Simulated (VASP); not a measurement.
# Si4HC4 in VASP: a series of runs

Runs on Si4HC4. Level: PBE. Tasks: single point.

Everything below comes from runs of VASP 6.6.1. Logs are shortened: lines on timing, memory, paths and dates and some standing lists are left out, and cuts for length are marked.

## (1) The cell of the first run

The cell holds a slab with vacuum, 9 atoms: a = 3.097 Å, b = 4.379 Å, c = 20.133 Å, α = 90.00°, β = 90.00°, γ = 90.00°.

## (2) Single point, PBE, collinear spin

INCAR reads:

```
ALGO     = Normal         # electronic algorithm
DIPOL    = 0.5 0.5 0.333
EDIFF    = 1E-6           # SCF threshold, eV
ENCUT    = 520            # plane-wave cutoff, eV
GGA      = PE             # functional
GGA_COMPAT= F            
IDIPOL   = 3            
ISIF     = 2              # what is computed and relaxed
ISMEAR   = 0              # smearing method
ISPIN    = 2              # spin polarisation
LASPH    = T              # aspherical terms in the spheres
LCHARG   = F              # write CHGCAR
LDIPOL   = T            
LORBIT   = 11             # projections on sites
LREAL    = F              # projectors in reciprocal space
LWAVE    = F              # write WAVECAR
MAGMOM   = 0 0 0 0 0 0 0 0 1 # initial moments
NBANDS   = 30             # bands
NELM     = 200            # most SCF steps
NELMDL   = -8           
PREC     = Accurate       # precision mode
SIGMA    = 0.05           # smearing width, eV
```

KPOINTS reads:

```
k-points
0
Gamma
  9 6 1
```

POSCAR reads:

```
Si4HC4
1.0
    3.0967389835      0.0000000000      0.0000000000
    0.0000000000      4.3794502696      0.0000000000
    0.0000000000      0.0000000000     20.1332068295
Si C H
4 4 1
Direct
    0.5000000000      0.5000000000      0.1986767450
    0.0000000000      0.0000000000      0.2755829977
    0.5000000000      0.4971400051      0.3554907352
    0.0000000000      0.9498903695      0.4168952500
    0.0000000000      0.2500000000      0.1986767450
    0.5000000000      0.7500000000      0.2755829977
    0.0000000000      0.2559423864      0.3541649037
    0.5000000000      0.7547379437      0.4288043580
    0.8333333333      0.9214046103      0.4918417834
```

Potentials or basis: VASP PAW PBE potentials, release 64 (Si, C, H).

Started as:

```console
> cat potpaw_PBE.64/Si/POTCAR potpaw_PBE.64/C/POTCAR potpaw_PBE.64/H/POTCAR > POTCAR
> mpirun -np 1 vasp_std > vasp.out
```

OUTCAR:

```text
EDIFF = 1E-6
   ENCUT = 520
   GGA = PE
   ISIF = 2
   ISMEAR = 0
   ISPIN = 2
   LASPH = T
   LORBIT = 11
   LREAL = F
   NELM = 200
   NELMDL = -8
   PREC = Accurate

 ion  position               nearest neighbor table
   1  0.500  0.500  0.199-   5 1.90   5 1.90   6 1.90   2 3.10   2 3.10   2 3.10   2 3.10
   2  0.000  0.000  0.276-   6 1.90   6 1.90   5 1.90   7 1.94   4 2.85   1 3.10   1 3.10   1 3.10
                             1 3.10   3 3.12   3 3.12   3 3.14   3 3.14
   3  0.500  0.497  0.355-   8 1.86   7 1.87   7 1.87   6 1.95   4 2.80   4 2.80   4 3.11   4 3.11
                             2 3.12   2 3.12   2 3.14   2 3.14
   4  0.000  0.950  0.417-   9 1.60   8 1.78   8 1.78   7 1.84   3 2.80   3 2.80   2 2.85   3 3.11
                             3 3.11
   5  0.000  0.250  0.199-   1 1.90   1 1.90   2 1.90
   6  0.500  0.750  0.276-   2 1.90   2 1.90   1 1.90   3 1.95
   7  0.000  0.256  0.354-   4 1.84   3 1.87   3 1.87   2 1.94
   8  0.500  0.755  0.429-   4 1.78   4 1.78   3 1.86
   9  0.833  0.921  0.492-   4 1.60

  LATTYP: Found a simple orthorhombic cell.
 ALAT       =     3.0967389835
 B/A-ratio  =     1.4142135624
 C/A-ratio  =     6.5014219593

  Lattice vectors:

 A1 = (   3.0967389835,   0.0000000000,   0.0000000000)
 A2 = (   0.0000000000,   4.3794502696,   0.0000000000)
 A3 = (   0.0000000000,   0.0000000000,  20.1332068295)

Analysis of symmetry for initial positions (statically):
=====================================================================
 Subroutine PRICEL returns:
 Original cell was already a primitive cell.

 Routine SETGRP: Setting up the symmetry group for a
 simple orthorhombic supercell.

 Subroutine GETGRP returns: Found  1 space group operations
 (whereof  1 operations were pure point group operations)
 out of a pool of  8 trial point group operations.

The static configuration has the point symmetry C_1 .

Analysis of symmetry for dynamics (positions and initial velocities):
=====================================================================
 Subroutine PRICEL returns:
 Original cell was already a primitive cell.

 Routine SETGRP: Setting up the symmetry group for a
 simple orthorhombic supercell.

 Subroutine GETGRP returns: Found  1 space group operations
 (whereof  1 operations were pure point group operations)
 out of a pool of  8 trial point group operations.

The dynamic configuration has the point symmetry C_1 .

Analysis of structural, dynamic, and magnetic symmetry:
=====================================================================
 Subroutine PRICEL returns:
 Original cell was already a primitive cell.

 Routine SETGRP: Setting up the symmetry group for a
[... 179 lines left out ...]

 spin component 1

 k-point     1 :       0.0000    0.0000    0.0000
  band No.  band energies     occupation
      1     -16.4226      1.00000
      2     -14.6566      1.00000
      3     -12.6004      1.00000
      4     -11.6550      1.00000
      5      -9.0755      1.00000
      6      -7.7999      1.00000
[... 733 lines left out ...]
     27       5.8522      0.00000
     28       6.0088      0.00000

 [... further k-points ...]

 spin component 2

 k-point     1 :       0.0000    0.0000    0.0000
  band No.  band energies     occupation
      1     -16.4226      1.00000
      2     -14.6566      1.00000
      3     -12.6003      1.00000
      4     -11.6550      1.00000
      5      -9.0754      1.00000
      6      -7.7998      1.00000
[... 733 lines left out ...]
     27       5.8632      0.00000
     28       6.0188      0.00000

 [... further k-points ...]

 [bands above 28 left out]

------------------------ aborting loop because EDIFF is reached ----------------------------------------

 vacuum level on the upper side and lower side of the slab       (xc-potential included)        -0.019         0.020

  FORCE on cell =-STRESS in cart. coord.  units (eV):
  Direction    XX          YY          ZZ          XY          YZ          ZX
  --------------------------------------------------------------------------------------
  -------------------------------------------------------------------------------------
  Total        2.0144309     -0.6219856     -2.4580508      0.5444789      2.1160549      0.0572473
  in kB       11.8202266     -3.6496716    -14.4232881      3.1948795     12.4165331      0.3359145
  external PRESSURE =      -2.0842443 kB  Pullay stress =       0.0000000 kB

 VOLUME and BASIS-vectors are now :
 -----------------------------------------------------------------------------
  energy-cutoff  :      520.00
  volume of cell :      273.05
      direct lattice vectors                 reciprocal lattice vectors
     3.096738983  0.000000000  0.000000000     0.322920338  0.000000000  0.000000000
     0.000000000  4.379450270  0.000000000     0.000000000  0.228339161  0.000000000
     0.000000000  0.000000000 20.133206830     0.000000000  0.000000000  0.049669186

 POSITION                                       TOTAL-FORCE (eV/Angst)
 -----------------------------------------------------------------------------------
      1.54837      2.18973      4.00000         0.040801     -2.836435      1.563588
      0.00000      0.00000      5.54837         0.017702      0.613611     -1.054933
      1.54837      2.17720      7.15717        -0.000292     -0.698038     -0.108871
      0.00000      4.16000      8.39344         0.363889      0.928671      1.074301
      0.00000      1.09486      4.00000        -0.043363      1.757234     -0.348417
      1.54837      3.28459      5.54837        -0.001357      0.735067      0.190337
      0.00000      1.12089      7.13048        -0.033320     -0.220248     -0.447387
      1.54837      3.30534      8.63321        -0.448521     -0.388434     -0.843332
      2.58062      4.03525      9.90235         0.104461      0.108571     -0.025286
 -----------------------------------------------------------------------------------
    total drift:                                0.000006     -0.000072      0.000038

  FREE ENERGIE OF THE ION-ELECTRON SYSTEM (eV)
  ---------------------------------------------------
  free  energy   TOTEN  =       -56.8440416711 eV

  energy  without entropy=      -56.8417823600  energy(sigma->0) =      -56.84291202

 vacuum level on the upper side and lower side of the slab         4.237         4.278

 total charge

# of ion       s       p       d       tot
------------------------------------------
    1        0.752   0.842   0.000   1.595
    2        0.705   0.926   0.000   1.632
    3        0.711   0.940   0.000   1.651
    4        0.723   1.023   0.000   1.745
    5        0.858   1.528   0.000   2.386
    6        0.851   1.640   0.000   2.492
    7        0.847   1.698   0.000   2.544
    8        0.870   1.622   0.000   2.492
    9        0.485   0.015   0.000   0.500
--------------------------------------------------
tot          6.802  10.234   0.000  17.037

 magnetization (x)

# of ion       s       p       d       tot
------------------------------------------
    1        0.000   0.000   0.000   0.000
    2        0.000   0.000   0.000   0.000
    3        0.000   0.000   0.000   0.000
    4       -0.000   0.000   0.000   0.000
    5        0.000  -0.000   0.000  -0.000
    6        0.000  -0.000   0.000  -0.000
    7        0.000  -0.000   0.000  -0.000
    8        0.000   0.000   0.000   0.000
    9        0.000   0.000   0.000   0.000
--------------------------------------------------
tot          0.000   0.000   0.000   0.000
```

OSZICAR:

```text
N       E                     dE             d eps       ncg     rms          rms(c)
DAV:   1     0.182311676039E+03    0.18231E+03   -0.12146E+04  3360   0.854E+02
DAV:   2    -0.378440888065E+02   -0.22016E+03   -0.20432E+03  4730   0.185E+02
DAV:   3    -0.636823401855E+02   -0.25838E+02   -0.25242E+02  4326   0.615E+01
[... 23 lines left out ...]
DAV:  27    -0.568437840710E+02   -0.65790E-04   -0.11317E-05  4146   0.116E-02    0.376E-03
DAV:  28    -0.568439061284E+02   -0.12206E-03   -0.40735E-06  3940   0.728E-03    0.246E-03
DAV:  29    -0.568440151242E+02   -0.10900E-03   -0.31642E-06  3770   0.574E-03    0.141E-03
DAV:  30    -0.568440373607E+02   -0.22237E-04   -0.87739E-07  3790   0.376E-03    0.903E-04
DAV:  31    -0.568440417336E+02   -0.43729E-05   -0.38996E-07  3414   0.299E-03    0.517E-04
DAV:  32    -0.568440416711E+02    0.62474E-07   -0.15196E-07  3330   0.197E-03
   1 F= -.56844042E+02 E0= -.56842912E+02  d E =-.225931E-02  mag=     0.0003
```

It took 8.7 min on 1 thread of Intel Xeon Platinum 8488C (Sapphire Rapids), shared host; peak memory 0.66 GiB.

What came out:

| Property | Result |
| --- | --- |
| Free energy | -56.8440 eV |
| Largest force | 3.239 eV/Å |
| Net moment | 0.00 μB per cell |
| Valence electrons inside the program's atomic spheres | Si 1.59, 1.63, 1.65, 1.75; C 2.39, 2.49, 2.54 (each value once); H 0.50 |

Forces on the atoms (eV/Å):
```
Si   0.041 -2.836  1.564
Si   0.018  0.614 -1.055
Si   0.000 -0.698 -0.109
Si   0.364  0.929  1.074
C   -0.043  1.757 -0.348
C   -0.001  0.735  0.190
C   -0.033 -0.220 -0.447
C   -0.449 -0.388 -0.843
H    0.104  0.109 -0.025
```

## (3) Single point, PBE, collinear spin

INCAR reads:

```
SYSTEM = Si4HC4
  PREC = Accurate
  ENCUT = 520
  EDIFF = 1E-6
  ISMEAR = 0
  SIGMA = 0.05
  LREAL = .FALSE.
  LASPH = .TRUE.
  NELM = 200
  ALGO = Normal
  ISIF = 2
  LWAVE = .FALSE.
  LCHARG = .FALSE.
  ISPIN = 2
  MAGMOM = 0 0 0 0 0 0 0 0 1
  LORBIT = 11
  LDIPOL = .TRUE.
  IDIPOL = 3
  DIPOL = 0.5 0.5 0.329
  GGA = PE
  NBANDS = 30
  GGA_COMPAT = .FALSE.
  NELMDL = -8
```

KPOINTS reads:

```
regular mesh
0
G
  9 6 1
  0 0 0
```

POSCAR, as its differences from that of step 2:

```diff
@@ -16,2 +16,2 @@
     0.5000000000      0.7547379437      0.4288043580
-    0.8333333333      0.9214046103      0.4918417834
+    0.6666666667      1.4214046103      0.4580186679
```

Potentials or basis: VASP PAW PBE potentials, release 64 (Si, C, H).

Started as:

```console
> cat potpaw_PBE.64/Si/POTCAR potpaw_PBE.64/C/POTCAR potpaw_PBE.64/H/POTCAR > POTCAR
> mpirun -np 1 vasp_std > vasp.out
```

OUTCAR:

```text
SYSTEM = Si4HC4
   PREC = Accurate
   ENCUT = 520
   EDIFF = 1E-6
   ISMEAR = 0
   LREAL = .FALSE.
   LASPH = .TRUE.
   NELM = 200
   ISIF = 2
   ISPIN = 2
   LORBIT = 11
   GGA = PE
   NELMDL = -8

 ion  position               nearest neighbor table
   1  0.500  0.500  0.199-   5 1.90   5 1.90   6 1.90   2 3.10   2 3.10   2 3.10   2 3.10
   2  0.000  0.000  0.276-   6 1.90   6 1.90   5 1.90   7 1.94   4 2.85   1 3.10   1 3.10   1 3.10
                             1 3.10   3 3.12   3 3.12   3 3.14   3 3.14
   3  0.500  0.497  0.355-   8 1.86   7 1.87   7 1.87   6 1.95   4 2.80   4 2.80   4 3.11   4 3.11
                             2 3.12   2 3.12   2 3.14   2 3.14
   4  0.000  0.950  0.417-   8 1.78   8 1.78   7 1.84   3 2.80   3 2.80   2 2.85   3 3.11   3 3.11

   5  0.000  0.250  0.199-   1 1.90   1 1.90   2 1.90
   6  0.500  0.750  0.276-   2 1.90   2 1.90   1 1.90   3 1.95
   7  0.000  0.256  0.354-   4 1.84   3 1.87   3 1.87   2 1.94
   8  0.500  0.755  0.429-   4 1.78   4 1.78   3 1.86
   9  0.667  0.421  0.458-

  LATTYP: Found a simple orthorhombic cell.
 ALAT       =     3.0967389835
 B/A-ratio  =     1.4142135624
 C/A-ratio  =     6.5014219593

  Lattice vectors:

 A1 = (   3.0967389835,   0.0000000000,   0.0000000000)
 A2 = (   0.0000000000,   4.3794502696,   0.0000000000)
 A3 = (   0.0000000000,   0.0000000000,  20.1332068295)

Analysis of symmetry for initial positions (statically):
[... 1730 lines left out ...]
     0.000000000  0.000000000 20.133206830     0.000000000  0.000000000  0.049669186

 POSITION                                       TOTAL-FORCE (eV/Angst)
 -----------------------------------------------------------------------------------
      1.54837      2.18973      4.00000         0.035155     -2.702150      1.309122
      0.00000      0.00000      5.54837         0.021336      0.328908     -1.571549
      1.54837      2.17720      7.15717        -0.086265     -0.016405     -1.695655
      0.00000      4.16000      8.39344        -0.344924      1.779485      1.295154
      0.00000      1.09486      4.00000        -0.068277      1.735901     -0.053083
      1.54837      3.28459      5.54837         0.019539      0.511245      0.520533
      0.00000      1.12089      7.13048         0.268861     -0.519603     -0.345636
      1.54837      3.30534      8.63321         0.829858     -2.608689      0.538317
      2.06449      1.84552      9.22138        -0.675284      1.491309      0.002795
 -----------------------------------------------------------------------------------
    total drift:                               -0.000015     -0.000031      0.000201

  FREE ENERGIE OF THE ION-ELECTRON SYSTEM (eV)
  ---------------------------------------------------
  free  energy   TOTEN  =       -56.8212007662 eV

  energy  without entropy=      -56.8182424983  energy(sigma->0) =      -56.81972163

 vacuum level on the upper side and lower side of the slab         4.037         4.657

 total charge

# of ion       s       p       d       tot
------------------------------------------
    1        0.749   0.851   0.000   1.601
    2        0.709   0.922   0.000   1.631
    3        0.709   0.951   0.000   1.660
    4        0.735   0.979   0.000   1.714
    5        0.863   1.521   0.000   2.383
    6        0.846   1.650   0.000   2.496
    7        0.852   1.685   0.000   2.536
    8        0.858   1.637   0.000   2.495
    9        0.404   0.012   0.000   0.415
--------------------------------------------------
tot          6.724  10.208   0.000  16.933

 magnetization (x)

# of ion       s       p       d       tot
------------------------------------------
    1        0.020   0.061   0.000   0.081
    2        0.005   0.005   0.000   0.011
    3        0.009   0.012   0.000   0.021
    4        0.007   0.054   0.000   0.061
    5       -0.000  -0.024   0.000  -0.024
    6        0.002   0.001   0.000   0.003
    7        0.005   0.015   0.000   0.019
    8        0.015   0.055   0.000   0.069
    9        0.043   0.002   0.000   0.045
--------------------------------------------------
tot          0.106   0.181   0.000   0.286
```

It took 11 min on 1 thread of AMD EPYC 9R45 (Zen 5), shared host; peak memory 0.63 GiB.

What came out:

```
Free energy                                           : -56.8212 eV
Largest force                                         : 3.003 eV/Å
Net moment                                            : 0.72 μB per cell
Site moments                                          : Si +0.08, +0.01, +0.02, +0.06; C -0.02, +0.00, +0.02, +0.07; H +0.04 μB
Valence electrons inside the program's atomic spheres : Si 1.60, 1.63, 1.66, 1.71; C 2.38, 2.50, 2.54 (each value once); H 0.41
```

Forces on the atoms (eV/Å):
```
Si   0.035 -2.702  1.309
Si   0.021  0.329 -1.572
Si  -0.086 -0.016 -1.696
Si  -0.345  1.779  1.295
C   -0.068  1.736 -0.053
C    0.020  0.511  0.521
C    0.269 -0.520 -0.346
C    0.830 -2.609  0.538
H   -0.675  1.491  0.003
```

Caveat: a moment this small can come from the mesh or the smearing.

## (4) Single point, PBE, collinear spin

INCAR reads:

```
PREC     = Accurate       # precision mode
ENCUT    = 520            # plane-wave cutoff, eV
EDIFF    = 1E-6           # SCF threshold, eV
ISMEAR   = 0              # smearing method
SIGMA    = 0.05           # smearing width, eV
LREAL    = F              # projectors in reciprocal space
LASPH    = T              # aspherical terms in the spheres
NELM     = 200            # most SCF steps
ALGO     = Normal         # electronic algorithm
ISIF     = 2              # what is computed and relaxed
LWAVE    = F              # write WAVECAR
LCHARG   = T              # write CHGCAR
ISPIN    = 2              # spin polarisation
MAGMOM   = 0 0 0 0 0 0 0 0 1 # initial moments
LORBIT   = 11             # projections on sites
LDIPOL   = T            
IDIPOL   = 3            
DIPOL    = 0.5 0.5 0.332
GGA      = PE             # functional
LELF     = T              # ELF
LVHAR    = T            
LVACPOTAV= T            
NBANDS   = 30             # bands
GGA_COMPAT= F            
NELMDL   = -8
```

KPOINTS reads:

```
regular mesh
0
Gamma
  9 6 1
```

POSCAR, as its differences from that of step 3:

```diff
@@ -16,2 +16,2 @@
     0.5000000000      0.7547379437      0.4288043580
-    0.6666666667      1.4214046103      0.4580186679
+    0.6666666667      0.7547379437      0.4800272061
```

Started as:

```console
> cat potpaw_PBE.64/Si/POTCAR potpaw_PBE.64/C/POTCAR potpaw_PBE.64/H/POTCAR > POTCAR
> mpirun -np 1 vasp_std > vasp.out
```

It took 21 min on 1 thread of Oxide Virtual Turin-like, shared host; peak memory 0.62 GiB.

Results (log left out):

* Free energy: -57.8729 eV
* Largest force: 2.919 eV/Å
* Net moment: 0.40 μB per cell
* Site moments: Si +0.11, +0.01, +0.04 (each value once); C -0.03, +0.01, +0.00 (each value once); H +0.00 μB
* Valence electrons inside the program's atomic spheres: Si 1.60, 1.63, 1.65, 1.75; C 2.38, 2.49, 2.54, 2.60; H 0.62

Forces on the atoms (eV/Å):
```
Si   0.010 -2.690  1.133
Si   0.010  0.374 -1.582
Si   0.049 -0.408 -1.378
Si   0.579  2.377 -0.903
C   -0.009  1.628  0.084
C    0.012  0.641  0.999
C    0.152 -0.485  0.105
C    0.355 -0.153  1.517
H   -1.159 -1.285  0.024
```

Levels at points of the mesh, in eV from the Fermi level:
Spin up:
| k point | band 13 | band 14 | band 15 | band 16 | band 17 | band 18 | band 19 | band 20 | band 21 | band 22 |
| --- | --- | --- | --- | --- | --- | --- | --- | --- | --- | --- |
| (0.00, 0.00, 0.00) | -3.03 | -2.37 | -1.13 | -1.01 | 0.08 | 0.33 | 1.09 | 2.00 | 3.02 | 3.28 |
| (0.00, 0.50, 0.00) | -2.68 | -2.55 | -1.56 | -0.90 | 0.14 | 0.29 | 2.16 | 2.99 | 3.65 | 3.85 |
Spin down:
```csv
k point,band 13,band 14,band 15,band 16,band 17,band 18,band 19,band 20
"(0.00, 0.00, 0.00)",-2.93,-2.36,-1.13,-1.00,0.35,0.45,1.42,2.09
"(0.00, 0.50, 0.00)",-2.67,-2.53,-1.55,-0.93,0.51,0.71,2.25,3.06
```

Caveat: a moment this small can come from the mesh or the smearing.

## (5) The runs side by side

```csv
cell,gap on the mesh (eV),moment (μB),largest force (eV/Å)
"as given, atomic positions A",none,0.00,3.24
"as given, atomic positions B",none,0.72,3.00
"as given, atomic positions C",none,0.40,2.92
```

Alike in all rows: task single point; level PBE; potentials or basis VASP PAW PBE potentials, release 64 (Si, C, H); spin collinear; k mesh 9 × 6 × 1; cutoff (eV) 520; smearing gaussian 0.05 eV.

Caveats: a moment this small can come from the mesh or the smearing (at least some runs).

Absolute energies hang on the potentials; compare differences alone.
